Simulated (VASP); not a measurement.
A run of VASP 6.6.1:

INCAR

```
SYSTEM = C
  ALGO = Normal
  EDIFF = 1E-6
  ENCUT = 520
  ISIF = 2
  ISMEAR = 1
  LASPH = .TRUE.
  LCHARG = .TRUE.
  LELF = .TRUE.
  LREAL = .FALSE.
  LVHAR = .TRUE.
  LWAVE = .FALSE.
  NBANDS = 16
  NELM = 60
  PREC = Accurate
  SIGMA = 0.1
```

Contents of KPOINTS:

```
k-points
0
G
  15 15 5
  0 0 0
```

The input POSCAR:

```
C
1.0
    2.4449954633      0.0000000000      0.0000000000
   -1.2224977317      2.1174281834      0.0000000000
    0.0000000000      0.0000000000      6.6104633561
C
4
Direct
    1.0000000000      1.0000000000      0.2500000000
    0.0000000000      0.0000000000      0.7500000000
    0.3333333333      0.6666666667      0.2500000000
    0.6666666667      0.3333333333      0.7500000000
```

Potentials or basis: VASP PAW LDA potentials, release 64 (C).

Launch:

```bash
$ cat potpaw_LDA.64/C/POTCAR > POTCAR
$ mpirun -np 1 vasp_std > vasp.out
```

Hardware: 1 thread of Intel Xeon 8259CL, on a shared host.

Estimate the wall time of this run.

Wall time 58 s on 1 thread of Intel Xeon 8259CL, on a shared host, peak memory 0.14 GiB. Counts: scf iterations 12, k points 81.
